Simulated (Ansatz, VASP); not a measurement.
One calculation of Be2C, two programs

```
CELL_PARAMETERS angstrom
0.00000 2.15538 2.15538
2.15538 0.00000 2.15538
2.15538 2.15538 0.00000
ATOMIC_POSITIONS crystal
Be 0.25000 0.25000 0.25000
Be 0.75000 0.75000 0.75000
C 0.00000 0.00000 0.00000
```

Alike in both runs: functional PBEsol; k mesh 16 × 16 × 16; occupations fermi-dirac, width 0.05 eV; no spin polarisation.

Ansatz relaxed the structure, and its values are those at the end. VASP's run is a single point on that final structure, the one shown.

```csv
,VASP,Ansatz
version,VASP 6.6.1,Ansatz 0.2.0
potentials or method,"VASP PAW PBE potentials, release 64 (Be, C)","PAW with Ansatz's default frozen-core files, scalar-relativistic"
plane-wave cutoff (eV),600,420
valence electrons in the cell,8,8
```

VASP gave:

```
pressure (GPa) : 0.6
```

Question: Estimate Ansatz's values.

Answer: Pressure (GPa): 0.0.

VASP's potentials were made for PBE, not for PBEsol. The functional is the same, so the differences come from potentials, cutoffs and numerics.
